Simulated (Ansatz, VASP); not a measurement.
## BaZrO3 in VASP and in Ansatz

```
Ba Zr O
1.0
     4.18150    0.00000    0.00000
     0.00000    4.18150    0.00000
     0.00000    0.00000    4.18150
Ba Zr O
1 1 3
Direct
  0.50000 0.52537 0.52537
  0.00000 0.00000 0.00000
  0.50000 0.00000 0.00000
  0.00000 0.50000 0.00000
  0.00000 0.00000 0.50000
```

Change from the starting cell: all Ba atoms moved -0.150 Å, as atom 1 towards its neighbour atom 3 (O) at 2.957 Å.

Alike in both runs: task single point; functional r2SCAN; k mesh 6 × 6 × 6; occupations gaussian, width 0.05 eV; no spin polarisation.

```csv
,VASP,Ansatz
version,VASP 6.6.1,Ansatz 0.2.0
potentials or method,"VASP PAW PBE potentials, release 64 (Ba_sv, Zr_sv, O), cutoff 520 eV","scalar-relativistic, plane waves, PAW"
valence electrons in the cell,40,40
```

|  | VASP | Ansatz | Ansatz less VASP |
| --- | --- | --- | --- |
| gap on the k mesh at the Fermi level (eV) | 3.70 | 3.75 | +0.052 |
| least direct gap on the mesh (eV) | 3.93 | 3.96 | +0.025 |
| pressure (GPa) | 4.4 | 3.3 | -1.13 |
| traceless stress, the component that is largest in VASP (GPa) | 0.49 | 0.45 | -0.032 |
| rms of the force components (eV/Å) | 0.238 | 0.224 | -0.0139 |

VASP's potentials were made for PBE, not for r2SCAN. Atom by atom the forces differ by 0.021 eV/Å (rms over components). With one functional, cell and mesh, what is left measures potentials, basis and numerics.

Neither program's run includes spin-orbit coupling.
